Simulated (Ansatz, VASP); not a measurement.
**Two plane-wave programs on GaSb**

```
CELL_PARAMETERS angstrom
0.00000 3.05900 3.05900
3.05900 0.00000 3.05900
3.05900 3.05900 0.00000
ATOMIC_POSITIONS crystal
Sb 0.75000 0.75000 0.75000
Ga 0.00000 0.00000 0.00000
```

Alike in both runs: functional PBE0; k mesh 4 × 4 × 4; occupations fermi-dirac, width 0.05 eV; no spin polarisation.

|  | VASP | Ansatz |
| --- | --- | --- |
| version | VASP 6.6.1 | Ansatz 0.2.0 |
| potentials or method | VASP PAW PBE potentials, release 64 (Sb, Ga_d) | Ansatz PAW |
| plane-wave cutoff (eV) | 520 | 420 |
| valence electrons in the cell | 18 | 28 |
| task | single point | band structure |

VASP gave:

```
gap on the k mesh at the Fermi level (eV) : 1.60
least direct gap on the mesh (eV)         : 1.60
pressure (GPa)                            : 0.0
```

Problem. What did Ansatz give for the same quantities?

Solution. gap on the k mesh at the Fermi level (eV): 1.52; least direct gap on the mesh (eV): 1.52; pressure (GPa): 0.6.

VASP's potentials hold 18 valence electrons a cell and Ansatz's 28, so a difference there can come from the potentials and not from the codes.

The k mesh is coarse, so the values compare programs but aren't converged. Spin-orbit coupling is off throughout.
